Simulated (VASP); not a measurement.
# Au (Im-3m) in VASP: vibrations by perturbation theory with PBEsol

Aim: the vibrations by perturbation theory of Au with PBEsol.

Program: VASP 6.6.1. These are calculated values, not measurements. Logs are shortened: lines on timing, memory, paths and dates and some standing lists are left out, and cuts for length are marked.

## Step 1: The cell of the first run

Symmetry: Im-3m, No. 229, cubic system. Conventional cell: a = 3.315 Å, b = 3.315 Å, c = 3.315 Å, α = 90.00°, β = 90.00°, γ = 90.00°. Within 3.8 Å of Au (site symmetry m-3m) lie 14 Au at 2.87 to 3.31 Å.

This isn't the form of Au at room conditions, which is fcc.

## Step 2: Vibrations by perturbation theory, PBEsol

Contents of INCAR:

```
SYSTEM = Au
PREC     = Accurate       ! precision mode
ENCUT    = 520            ! plane-wave cutoff, eV
EDIFF    = 1E-8           ! SCF threshold, eV
ISMEAR   = 0              ! smearing method
SIGMA    = 0.15           ! smearing width, eV
LREAL    = .FALSE.        ! projectors in reciprocal space
LASPH    = .TRUE.         ! aspherical terms in the spheres
NELM     = 100            ! most SCF steps
ALGO     = Fast           ! electronic algorithm
ISIF     = 2              ! what is computed and relaxed
LWAVE    = .FALSE.        ! write WAVECAR
LCHARG   = .FALSE.        ! write CHGCAR
GGA      = PS             ! functional
IBRION   = 8              ! ionic algorithm
NSW      = 1              ! ionic steps
```

Contents of KPOINTS:

```
regular mesh
0
G
  14 14 14
  0 0 0
```

Contents of POSCAR:

```
Au
1.0
    0.0000000000     -3.3145380000      0.0000000000
   -3.3145380000      0.0000000000      0.0000000000
    0.0000000000      0.0000000000     -3.3145380000
Au
2
Direct
    0.5000000000      0.5000000000      0.5000000000
    0.0000000000      0.0000000000      0.0000000000
```

Potentials or basis: VASP PAW PBE potentials, release 64 (Au).

Run with:

```
$ cat potpaw_PBE.64/Au/POTCAR > POTCAR
$ mpirun -np 1 vasp_std > vasp.out
```

OUTCAR:

```text
SYSTEM = Au
   PREC = Accurate
   ENCUT = 520
   EDIFF = 1E-8
   ISMEAR = 0
   LREAL = .FALSE.
   LASPH = .TRUE.
   NELM = 100
   ISIF = 2
   GGA = PS
   IBRION = 8
   NSW = 1

 ion  position               nearest neighbor table
   1  0.500  0.500  0.500-   2 2.87   2 2.87   2 2.87   2 2.87   2 2.87   2 2.87   2 2.87   2 2.87

   2  0.000  0.000  0.000-   1 2.87   1 2.87   1 2.87   1 2.87   1 2.87   1 2.87   1 2.87   1 2.87

  LATTYP: Found a simple cubic cell.
 ALAT       =     3.3145380000

  Lattice vectors:

 A1 = (   0.0000000000,  -3.3145380000,   0.0000000000)
 A2 = (  -3.3145380000,   0.0000000000,   0.0000000000)
 A3 = (   0.0000000000,   0.0000000000,  -3.3145380000)

Analysis of symmetry for initial positions (statically):
=====================================================================
 Subroutine PRICEL returns following result:

  LATTYP: Found a body centered cubic cell.
 ALAT       =     3.3145380000

  Lattice vectors:

 A1 = (  -1.6572690000,  -1.6572690000,   1.6572690000)
 A2 = (  -1.6572690000,   1.6572690000,  -1.6572690000)
 A3 = (   1.6572690000,  -1.6572690000,  -1.6572690000)

   2 primitive cells build up your supercell.

 Routine SETGRP: Setting up the symmetry group for a
 simple cubic supercell.

 Subroutine GETGRP returns: Found 48 space group operations
 (whereof 48 operations were pure point group operations)
 out of a pool of 48 trial point group operations.

The static configuration has the point symmetry O_h .

Analysis of symmetry for dynamics (positions and initial velocities):
=====================================================================
 Subroutine PRICEL returns following result:

  LATTYP: Found a body centered cubic cell.
 ALAT       =     3.3145380000

  Lattice vectors:

 A1 = (  -1.6572690000,  -1.6572690000,   1.6572690000)
 A2 = (  -1.6572690000,   1.6572690000,  -1.6572690000)
 A3 = (   1.6572690000,  -1.6572690000,  -1.6572690000)

   2 primitive cells build up your supercell.

 Routine SETGRP: Setting up the symmetry group for a
 simple cubic supercell.

 Subroutine GETGRP returns: Found 48 space group operations
 (whereof 48 operations were pure point group operations)
 out of a pool of 48 trial point group operations.

The dynamic configuration has the point symmetry O_h .

 Subroutine INISYM returns: Found 48 space group operations
 (whereof 48 operations are pure point group operations),
 and found     2 'primitive' translations

----------------------------------------------------------------------------------------

                                     Primitive cell

  volume of cell :      18.2070

  direct lattice vectors                    reciprocal lattice vectors
    -1.657269000 -1.657269000  1.657269000    -0.301701172 -0.301701172  0.000000000
    -1.657269000  1.657269000 -1.657269000    -0.301701172  0.000000000 -0.301701172
     1.657269000 -1.657269000 -1.657269000     0.000000000 -0.301701172 -0.301701172

  length of vectors
     2.870474110  2.870474110  2.870474110     0.426669890  0.426669890  0.426669890

  position of ions in fractional coordinates (direct lattice)
     1.000000000  1.000000000  1.000000000

  ion indices of the primitive-cell ions
   primitive index   ion index
                 1           1

----------------------------------------------------------------------------------------

 KPOINTS: regular mesh

Automatic generation of k-mesh.
[... 97 lines left out ...]
 non-spin polarized calculation
 RMM-DIIS sequential band-by-band and
 Gauss-broadening in eV      SIGMA  =   0.15
  energy-cutoff  :      520.00
  volume of cell :       36.41
 maximum number of plane-waves:       996
 NGX is ok and might be reduce to    28
   NGX = 13   NGY = 13   NGZ = 13

--------------------------------------- Ionic step        1  -------------------------------------------

 number of electron      22.0000001 magnetization

 Free energy of the ion-electron system (eV)
  ---------------------------------------------------
  ext. energy  EPLUGINS =         0.00000000
  ---------------------------------------------------
  free energy    TOTEN  =        -7.73482184 eV

  energy without entropy =       -7.72982291  energy(sigma->0) =       -7.73232237

 E-fermi :   8.2165     XC(G=0): -12.4978

 val. band max:        8.2084604323   @ k =   0.4286   0.2857   0.0000
 cond. band min:       8.2422967152   @ k =   0.3571   0.0714   0.0714
 fundamental gap:      0.0338362828
 Fermi energy:         8.2164591943

 k-point     1 :       0.0000    0.0000    0.0000
  band No.  band energies     occupation
      1      -1.0144      2.00000
      2       1.9632      2.00000
      3       1.9632      2.00000
      4       3.7096      2.00000
      5       3.7096      2.00000
      6       3.7096      2.00000
      7       5.4640      2.00000
      8       5.4640      2.00000
      9       6.4938      2.00000
     10       6.4938      2.00000
     11       6.4938      2.00000
     12      14.4005      0.00000
     13      14.4005      0.00000
     14      14.4005      0.00000
[... 401 lines left out ...]
      2       2.4571      2.00000
      3       3.2077      2.00000
      4       3.4180      2.00000
      5       3.8881      2.00000
      6       4.0055      2.00000
      7       4.7716      2.00000
      8       5.0136      2.00000
      9       5.3743      2.00000
     10       5.7225      2.00000
     11       6.4772      2.00000
     12       9.0384      0.00000
     13      13.8139      0.00000
     14      18.4419      0.00000
     15      19.0927      0.00000

 [... further k-points ...]

------------------------ aborting loop because EDIFF is reached ----------------------------------------

  FORCE on cell =-STRESS in cart. coord.  units (eV):
  Direction    XX          YY          ZZ          XY          YZ          ZX
  --------------------------------------------------------------------------------------
  -------------------------------------------------------------------------------------
  Total       -2.1550654     -2.1550654     -2.1550654      0.0000000      0.0000000      0.0000000
  in kB      -94.8204560    -94.8204560    -94.8204560      0.0000000      0.0000000      0.0000000
  external PRESSURE =     -94.8204560 kB  Pullay stress =       0.0000000 kB

 VOLUME and BASIS-vectors are now :
 -----------------------------------------------------------------------------
  energy-cutoff  :      520.00
  volume of cell :       36.41
      direct lattice vectors                 reciprocal lattice vectors
     0.000000000 -3.314538000  0.000000000     0.000000000 -0.301701172  0.000000000
    -3.314538000  0.000000000  0.000000000    -0.301701172  0.000000000  0.000000000
     0.000000000  0.000000000 -3.314538000     0.000000000  0.000000000 -0.301701172

 POSITION                                       TOTAL-FORCE (eV/Angst)
 -----------------------------------------------------------------------------------
     -1.65727     -1.65727     -1.65727        -0.000000     -0.000000     -0.000000
      0.00000      0.00000      0.00000         0.000000      0.000000      0.000000
 -----------------------------------------------------------------------------------
    total drift:                               -0.000000     -0.000000     -0.000000

  FREE ENERGIE OF THE ION-ELECTRON SYSTEM (eV)
  ---------------------------------------------------
  free  energy   TOTEN  =        -7.7348218430 eV

  energy  without entropy=       -7.7298229066  energy(sigma->0) =       -7.73232237

[... ionic steps 2 to 3 ...]

--------------------------------------- Ionic step        4  -------------------------------------------

 Free energy of the ion-electron system (eV)
  ---------------------------------------------------
  ---------------------------------------------------
  free energy    TOTEN  =        -0.28565448 eV

  energy without entropy =       -0.28565448

------------------------ aborting loop because EDIFF is reached ----------------------------------------

 INTERNAL STRAIN TENSOR  FOR ION    1  DIRECTION 1   (eV/Angst):
 -----------------------------------------------------------------------------
     0.00862  0.00000  0.00000
     0.00000 -0.00163  0.00000
     0.00000  0.00000 -0.00163

 INTERNAL STRAIN TENSOR FOR ION    2 for displacements in x,y,z  (eV/Angst):
          X           Y           Z          XY          YZ          ZX
  --------------------------------------------------------------------------------
  x     0.00000     0.00000     0.00000     0.00000     0.00000     0.00000
  y     0.00000     0.00000     0.00000     0.00000     0.00000     0.00000
  z     0.00000     0.00000     0.00000     0.00000     0.00000     0.00000

 SECOND DERIVATIVES (NOT SYMMETRIZED)
 ------------------------------------
               1X          1Y          1Z          2X          2Y          2Z
  1X    -4.674109   -0.000000    0.000000    4.674109    0.000000   -0.000000
  1Y    -0.000000   -4.674109    0.000000    0.000000    4.674109   -0.000000
  1Z     0.000000    0.000000   -4.674109   -0.000000   -0.000000    4.674109
  2X     4.674109    0.000000   -0.000000   -4.674109   -0.000000    0.000000
  2Y     0.000000    4.674109   -0.000000   -0.000000   -4.674109    0.000000
  2Z    -0.000000   -0.000000    4.674109    0.000000    0.000000   -4.674109

 Eigenvectors and eigenvalues of the dynamical matrix
 ----------------------------------------------------

   1 f  =    3.405803 THz    21.399290 2PiTHz  113.605354 cm-1    14.085262 meV
             X         Y         Z           dx          dy          dz
     -1.657269 -1.657269 -1.657269     0.707107    0.000000    0.000000
      0.000000  0.000000  0.000000    -0.707107   -0.000000    0.000000
[... 16 lines left out ...]
   5 f  =    0.000000 THz     0.000000 2PiTHz    0.000000 cm-1     0.000000 meV
             X         Y         Z           dx          dy          dz
     -1.657269 -1.657269 -1.657269     0.707107    0.000000    0.000000
      0.000000  0.000000  0.000000     0.707107   -0.000000    0.000000

   6 f/i=    0.000000 THz     0.000000 2PiTHz    0.000001 cm-1     0.000000 meV
             X         Y         Z           dx          dy          dz
     -1.657269 -1.657269 -1.657269     0.000000    0.249585    0.661595
      0.000000  0.000000  0.000000     0.000000    0.249585    0.661595

--------------------------------------------------------------------------------------------------------

 ELASTIC MODULI CONTR FROM IONIC RELAXATION (kBar)
 Direction    XX          YY          ZZ          XY          YZ          ZX
 --------------------------------------------------------------------------------
 XX           0.0000      0.0000      0.0000      0.0000      0.0000      0.0000
 YY           0.0000      0.0000      0.0000      0.0000      0.0000      0.0000
 ZZ           0.0000      0.0000      0.0000      0.0000      0.0000      0.0000
 XY           0.0000      0.0000      0.0000      0.0000      0.0000      0.0000
 YZ           0.0000      0.0000      0.0000      0.0000      0.0000      0.0000
 ZX           0.0000      0.0000      0.0000      0.0000      0.0000      0.0000
 --------------------------------------------------------------------------------
```

Run time: 6.1 min. Hardware: 1 thread of Intel Xeon Platinum 8259CL at 2.50GHz (Skylake/Cascade Lake), shared host; peak memory 0.41 GiB.

What came out:

| Quantity | Value |
| --- | --- |
| Highest phonon frequency at Γ | 114 cm⁻¹ |

Phonon frequencies in cm⁻¹ (negative: imaginary):
```tsv
q point	frequencies
(0.000, 0.000, 0.000)	0 0 0 114 114 114
```

Caveat: the cell stands under pressure or tension, which shifts response properties; the PAW data sets were made with another functional, which shifts forces and pressure a little; spin-orbit coupling is left out, which moves the levels of the heavy elements.
